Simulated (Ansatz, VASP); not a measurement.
**Zr in VASP and in Ansatz**

```
CELL_PARAMETERS angstrom
3.23305 0.00000 0.00000
-1.61652 2.79990 0.00000
0.00000 0.00000 5.16899
ATOMIC_POSITIONS crystal
Zr 0.33333 0.66667 0.25000
Zr 0.66667 0.33333 0.75000
```

Alike in both runs: functional PBE; k mesh 18 × 18 × 8; occupations gaussian, width 0.1 eV; no spin polarisation.

Ansatz relaxed the structure, and its values are those at the end. VASP's run is a single point on that final structure, the one shown.

```csv
,VASP,Ansatz
version,VASP 6.6.1,Ansatz 0.2.0
potentials or method,"VASP PAW PBE potentials, release 64 (Zr_sv), cutoff 520 eV","scalar-relativistic, plane waves, PAW"
valence electrons in the cell,24,24
```

```tsv
	VASP	Ansatz	Ansatz less VASP
gap on the k mesh at the Fermi level (eV)	none	none	-
pressure (GPa)	0.0	0.0	-0.01
```

A gap of «none» marks a metal or a gap that the smearing closes.
